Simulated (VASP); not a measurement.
# Si2W (I4/mmm) in VASP: electric field gradients with LDA

Aim: the electric field gradients of Si2W with LDA.

All numbers are computed with VASP 6.6.1; they aren't measurements. Logs are shortened: lines on timing, memory, paths and dates and some standing lists are left out, and cuts for length are marked.

## 1. The cell of the first run

It takes space group I4/mmm (No. 139, tetragonal). The conventional cell has a = 3.214 Å, b = 3.214 Å, c = 7.830 Å, α = 90.00°, β = 90.00°, γ = 90.00°. Si (site symmetry 4mm) has 9 Si at 2.59 to 3.21 Å and 5 W at 2.62 Å within 3.4 Å. Within 3.5 Å of W (site symmetry 4/mmm) lie 10 Si at 2.62 Å and 4 W at 3.21 Å.

## 2. Electric field gradients, LDA

The input, INCAR:

```
ALGO     = Normal         # electronic algorithm
EDIFF    = 1E-8           # SCF threshold, eV
ENCUT    = 520            # plane-wave cutoff, eV
GGA      = CA             # functional
ISIF     = 2              # what is computed and relaxed
ISMEAR   = -1             # smearing method
LASPH    = True           # aspherical terms in the spheres
LCHARG   = False          # write CHGCAR
LEFG     = True         
LREAL    = False          # projectors in reciprocal space
LWAVE    = False          # write WAVECAR
NBANDS   = 18             # bands
NELM     = 100            # most SCF steps
PREC     = Accurate       # precision mode
SIGMA    = 0.05           # smearing width, eV
```

The input, KPOINTS:

```
k-points
0
Gamma
  20 20 20
```

The input, POSCAR:

```
Si2W
1.0
   -1.6069000000      1.6069000000      3.9149500000
    1.6069000000     -1.6069000000      3.9149500000
    1.6069000000      1.6069000000     -3.9149500000
Si W
2 1
Direct
    0.3343886318      0.3343886318      0.0000000000
    0.6656113682      0.6656113682      0.0000000000
    0.0000000000      0.0000000000      0.0000000000
```

Potentials or basis: VASP PAW LDA potentials, release 64 (Si, W_sv).

On the command line:

```console
$ cat potpaw_LDA.64/Si/POTCAR potpaw_LDA.64/W_sv/POTCAR > POTCAR
$ mpirun -np 1 vasp_std > vasp.out
```

OUTCAR:

```text
EDIFF = 1E-8
   ENCUT = 520
   GGA = CA
   ISIF = 2
   ISMEAR = -1
   LASPH = True
   LREAL = False
   NELM = 100
   PREC = Accurate

 ion  position               nearest neighbor table
   1  0.334  0.334  0.000-   2 2.59   3 2.62   3 2.62   3 2.62   3 2.62   3 2.62   2 2.63   2 2.63
                             2 2.63   2 2.63
   2  0.666  0.666  0.000-   1 2.59   3 2.62   3 2.62   3 2.62   3 2.62   3 2.62   1 2.63   1 2.63
                             1 2.63   1 2.63
   3  0.000  0.000  0.000-   2 2.62   2 2.62   2 2.62   1 2.62   2 2.62   1 2.62   1 2.62   1 2.62
                             1 2.62   2 2.62

  LATTYP: Found a body centered tetragonal cell.
 ALAT       =     3.2138000000
 C/A-ratio  =     2.4363370465

  Lattice vectors:

 A1 = (  -1.6069000000,   1.6069000000,   3.9149500000)
 A2 = (   1.6069000000,  -1.6069000000,   3.9149500000)
 A3 = (   1.6069000000,   1.6069000000,  -3.9149500000)

Analysis of symmetry for initial positions (statically):
=====================================================================
 Subroutine PRICEL returns:
 Original cell was already a primitive cell.

 Routine SETGRP: Setting up the symmetry group for a
 body centered tetragonal supercell.

 Subroutine GETGRP returns: Found 16 space group operations
 (whereof 16 operations were pure point group operations)
 out of a pool of 16 trial point group operations.

The static configuration has the point symmetry D_4h.

Analysis of symmetry for dynamics (positions and initial velocities):
=====================================================================
 Subroutine PRICEL returns:
 Original cell was already a primitive cell.

 Routine SETGRP: Setting up the symmetry group for a
 body centered tetragonal supercell.

 Subroutine GETGRP returns: Found 16 space group operations
 (whereof 16 operations were pure point group operations)
 out of a pool of 16 trial point group operations.

The dynamic configuration has the point symmetry D_4h.

 Subroutine INISYM returns: Found 16 space group operations
 (whereof 16 operations are pure point group operations),
 and found     1 'primitive' translations

----------------------------------------------------------------------------------------

                                     Primitive cell

  volume of cell :      40.4356

  direct lattice vectors                    reciprocal lattice vectors
    -1.606900000  1.606900000  3.914950000     0.000000000  0.311158131  0.127715552
     1.606900000 -1.606900000  3.914950000     0.311158131  0.000000000  0.127715552
     1.606900000  1.606900000 -3.914950000     0.311158131  0.311158131  0.000000000

  length of vectors
     4.526708376  4.526708376  4.526708376     0.336348992  0.336348992  0.440044048

  position of ions in fractional coordinates (direct lattice)
     0.334388632  0.334388632  0.000000000
     0.665611368  0.665611368  0.000000000
     0.000000000  0.000000000  0.000000000

  ion indices of the primitive-cell ions
   primitive index   ion index
                 1           1
                 2           2
                 3           3

----------------------------------------------------------------------------------------

 KPOINTS: k-points

Automatic generation of k-mesh.
 Grid dimensions read from file:
 generate k-points for:   20   20   20

 Generating k-lattice:

  Cartesian coordinates                     Fractional coordinates (reciprocal lattice)
     0.000000000  0.015557907  0.006385778     0.050000000  0.000000000  0.000000000
     0.015557907  0.000000000  0.006385778     0.000000000  0.050000000  0.000000000
     0.015557907  0.015557907  0.000000000     0.000000000  0.000000000  0.050000000

  Length of vectors
     0.016817450  0.016817450  0.022002202

  Shift w.r.t. Gamma in fractional coordinates (k-lattice)
     0.000000000  0.000000000  0.000000000

[... 34 lines left out ...]
   total plane-waves  NPLWV =  46656
   dimension x,y,z NGX =    36 NGY =   36 NGZ =   36
   dimension x,y,z NGXF=    72 NGYF=   72 NGZF=   72
   ions per type =               2   1
   NGX,Y,Z   is equivalent  to a cutoff of  13.22, 13.22, 13.22 a.u.
   NGXF,Y,Z  is equivalent  to a cutoff of  26.44, 26.44, 26.44 a.u.
 SYSTEM =  unknown system
   PREC   = accura    normal or accurate (medium, high low for compatibility)
   ISTART =      0    job   : 0-new  1-cont  2-samecut
   ICHARG =      2    charge: 1-file 2-atom 10-const
   ISPIN  =      1    spin polarized calculation?
   LNONCOLLINEAR =      F non collinear calculations
   LSORBIT =      F    spin-orbit coupling
   LASPH  =      T    aspherical Exc in radial PAW
   ENCUT  =  520.0 eV  38.22 Ry    6.18 a.u.   8.42  8.42  8.42*2*pi/ulx,y,z
   NELM   =    100;   NELMIN=  2; NELMDL= -5     # of ELM steps
   EDIFF  = 0.1E-07   stopping-criterion for ELM
   LREAL  =      F    real-space projection
   EDIFFG = 0.1E-06   stopping-criterion for IOM
   NSW    =      0    number of steps for IOM
   IBRION =     -1    ionic relax: 0-MD 1-quasi-New 2-CG
   NFREE  =      0    steps in history (QN), initial steepest desc. (CG)
   ISIF   =      2    stress and relaxation
   ISYM   =      2    0-nonsym 1-usesym 2-fastsym
   POTIM  = 0.5000    time-step for ionic-motion
   TEBEG  =    0.0;   TEEND  =   0.0 temperature during run
   PSTRESS=    0.0 pullay stress
   NELECT =      22.0000    total number of electrons
   NUPDOWN=      -1.0000    fix difference up-down
   EMIN   =  10.00;   EMAX   =-10.00  energy-range for DOS
   EFERMI =   0.00;   METHOD = LEGACY
   ISMEAR =    -1;   SIGMA  =   0.05  broadening in eV -4-tet -1-fermi 0-gaus
   EFERMI_NEDOS =   21; number of points for ismear=-14 and -15
   IALGO  =     38    algorithm
   IMIX   =      4    mixing-type and parameters
     AMIX     =   0.40;   BMIX     =  1.00
     AMIX_MAG =   1.60;   BMIX_MAG =  1.00
  volume/ion in A,a.u.               =      13.48        90.96
  Fermi-wavevector in a.u.,A,eV,Ry     =   1.336476  2.525573 24.302284  1.786167
  Thomas-Fermi vector in A             =   2.465099
   LORBIT       =      0    0 simple, 1 ext, 2 COOP (PROOUT), +10 PAW based schemes
   GGA     = CA    functional components
   LHFCALC =     F    Hartree Fock is set to
   AEXX    =    0.0000 exact exchange contribution
   IVDW    =     0    specifies the selected vdW correction
   LEPSILON=     F    determine dielectric tensor
   LRPA    =     F    only Hartree local field effects (RPA)
 non-spin polarized calculation
  energy-cutoff  :      520.00
  volume of cell :       40.44
 maximum number of plane-waves:      1118
 NGX is ok and might be reduce to    36
   NGX = 17   NGY = 17   NGZ = 17

 number of electron      21.9999999 magnetization

 Free energy of the ion-electron system (eV)
  ---------------------------------------------------
  ext. energy  EPLUGINS =         0.00000000
  ---------------------------------------------------
  free energy    TOTEN  =       -27.34323108 eV

  energy without entropy =      -27.34118031  energy(sigma->0) =      -27.34220569

 E-fermi :  11.8647     XC(G=0): -12.6466

 val. band max:       11.8630696691   @ k =  -0.4000  -0.4500   0.4000
 cond. band min:      11.8677722169   @ k =  -0.1500  -0.2500   0.1500
 fundamental gap:      0.0047025478
 Fermi energy:        11.8646514061

 k-point     1 :       0.0000    0.0000    0.0000
  band No.  band energies     occupation
      1     -61.5209      2.00000
      2     -26.0467      2.00000
      3     -26.0163      2.00000
      4     -26.0163      2.00000
      5      -2.1105      2.00000
      6       5.0799      2.00000
[... 481 lines left out ...]
      5       0.0248      2.00000
      6       4.0173      2.00000
[... 10 lines left out ...]
     17      19.1028      0.00000
     18      20.3913      0.00000

 [... further k-points ...]

------------------------ aborting loop because EDIFF is reached ----------------------------------------

  FORCE on cell =-STRESS in cart. coord.  units (eV):
  Direction    XX          YY          ZZ          XY          YZ          ZX
  --------------------------------------------------------------------------------------
  -------------------------------------------------------------------------------------
  Total       -1.2650335     -1.2650335     -1.3085272      0.0000000      0.0000000      0.0000000
  in kB      -50.1243429    -50.1243429    -51.8476925      0.0000000      0.0000000      0.0000000
  external PRESSURE =     -50.6987928 kB  Pullay stress =       0.0000000 kB

 VOLUME and BASIS-vectors are now :
 -----------------------------------------------------------------------------
  energy-cutoff  :      520.00
  volume of cell :       40.44
      direct lattice vectors                 reciprocal lattice vectors
    -1.606900000  1.606900000  3.914950000     0.000000000  0.311158131  0.127715552
     1.606900000 -1.606900000  3.914950000     0.311158131  0.000000000  0.127715552
     1.606900000  1.606900000 -3.914950000     0.311158131  0.311158131  0.000000000

 POSITION                                       TOTAL-FORCE (eV/Angst)
 -----------------------------------------------------------------------------------
      0.00000      0.00000      2.61823        -0.000000     -0.000000      0.103068
      0.00000      0.00000      5.21167         0.000000      0.000000     -0.103068
      0.00000      0.00000      0.00000         0.000000      0.000000      0.000000
 -----------------------------------------------------------------------------------
    total drift:                               -0.000000      0.000000     -0.000000

  FREE ENERGIE OF THE ION-ELECTRON SYSTEM (eV)
  ---------------------------------------------------
  free  energy   TOTEN  =       -27.3432310755 eV

  energy  without entropy=      -27.3411803127  energy(sigma->0) =      -27.34220569

 Electric field gradients (V/A^2)
---------------------------------------------------------------------
 ion       V_xx      V_yy      V_zz      V_xy      V_xz      V_yz
---------------------------------------------------------------------
   1       4.982     4.982    -9.963    -0.000    -0.000    -0.000
   2       4.982     4.982    -9.963    -0.000    -0.000    -0.000
   3      72.174    72.174  -144.349     0.000    -0.000    -0.000
---------------------------------------------------------------------

 Electric field gradients after diagonalization (V/A^2)
 (convention: |V_zz| > |V_xx| > |V_yy|)
----------------------------------------------------------------------
 ion       V_xx      V_yy      V_zz     asymmetry (V_yy - V_xx)/ V_zz
----------------------------------------------------------------------
   1       4.982     4.982    -9.963       0.000
   2       4.982     4.982    -9.963       0.000
   3      72.174    72.174  -144.349       0.000
----------------------------------------------------------------------

           NMR quadrupolar parameters

 Cq : quadrupolar parameter    Cq=e*Q*V_zz/h
 eta: asymmetry parameters     (V_yy - V_xx)/ V_zz
 Q  : nuclear electric quadrupole moment in mb (millibarn)
----------------------------------------------------------------------
 ion       Cq(MHz)       eta       Q (mb)
----------------------------------------------------------------------
   1      -0.024       0.000       1.000
   2      -0.024       0.000       1.000
   3      -0.349       0.000       1.000
----------------------------------------------------------------------
```

It took 18 min on 1 thread of AMD EPYC 7R13, shared host; peak memory 0.5 GiB.

What came out:

| Property | Result |
| --- | --- |
| Free energy | -27.3432 eV |
| Pressure | -5.1 GPa |
| Largest force | 0.103 eV/Å |
| Band gap on the k mesh | zero (bands 11 and 12 overlap by 1.28 eV) |
| Largest electric field gradient by atom | Si -10.0; W -144.3 V/Å² |

Forces in eV/Å, atoms in the order of the input:
```
Si   0.000  0.000  0.103
Si   0.000  0.000 -0.103
W    0.000  0.000  0.000
```

Electric field gradients, principal values (V/Å²):
```
atom   least  middle  greatest (by size)
1 Si   4.982   4.982              -9.963
2 Si   4.982   4.982              -9.963
 3 W  72.174  72.174            -144.349
```

Caveat: the cell stands under tension; without QUAD_EFG the Cq values of the log hold for a quadrupole moment of 1 mb, not for the nuclei; spin-orbit coupling is left out, which moves the levels of the heavy elements.
